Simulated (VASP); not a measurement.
Write the native input for VASP 6.6.1 that does the following.

```
Task                   : single point
Functional             : PBE
Potentials or basis    : VASP PAW PBE potentials, release 64 (Ta_pv, W_sv)
Cutoff                 : 520 eV
k mesh                 : 5 × 5 × 5
Occupations            : gaussian, width 0.1 eV
Spin                   : no spin polarisation
Dipole correction      : no
Further INCAR settings : LREAL = Auto; ALGO = Fast; EDIFF = 1e-07; NBANDS = 111
```

The structure of Ta5W3 lies in POSCAR:

```
Ta5W3
1.0
    6.5383580000      0.0022680000     -0.0022220000
    0.0022290000      6.5205660000      0.0058010000
   -0.0021790000      0.0058070000      6.5196460000
Ta W
10 6
Direct
    0.4982451754      0.0010531157      0.0018837196
    0.0021874535      0.0016620056      0.4976836038
    0.4980153417      0.4970279930      0.0023208997
    0.4982013307      0.0014170121      0.4979296322
    0.2440348821      0.7472283953      0.2475873632
    0.2440370222      0.2517599178      0.7521165882
    0.4982460047      0.4974649427      0.4982926250
    0.7559383981      0.7469386820      0.2477751861
    0.7559388540      0.2515707346      0.7524050498
    0.7557552987      0.7475152174      0.7518251110
    0.0015946040      0.0009804998      0.0014870767
    0.0012694033      0.4974870416      0.0018561598
    0.2444596793      0.2510225750      0.2483217125
    0.7543772151      0.2507219769      0.2486224172
    0.0015989584      0.4978520617      0.4983604769
    0.2454296543      0.7481557902      0.7511944619
```

The input as run:

INCAR

```
  ALGO = Fast
  EDIFF = 1E-7
  ENCUT = 520
  GGA = PE
  ISIF = 2
  ISMEAR = 0
  LASPH = True
  LCHARG = False
  LREAL = Auto
  LUSENCCL = False
  LWAVE = False
  NBANDS = 111
  NELM = 80
  PREC = Accurate
  SIGMA = 0.1
```

KPOINTS

```
k-points
0
Gamma
  5 5 5
```

Potentials or basis: VASP PAW PBE potentials, release 64 (Ta_pv, W_sv).

The run is started by

```sh
$ cat potpaw_PBE.64/Ta_pv/POTCAR potpaw_PBE.64/W_sv/POTCAR > POTCAR
$ mpirun -np 1 vasp_std > vasp.out
```

It gave:

| Property | Result |
| --- | --- |
| Pressure | -0.6 GPa |
| Largest force | 0.061 eV/Å |
| Band gap on the k mesh | zero (bands 97 and 98 overlap by 1.94 eV) |

Caveat: spin-orbit coupling is left out, which moves the levels of the heavy elements.

It took 7.8 min on 1 × NVIDIA H100 80GB with 1 thread of AMD EPYC 7R13 Processor (Zen 3), on a shared host, peak memory 2.2 GiB.
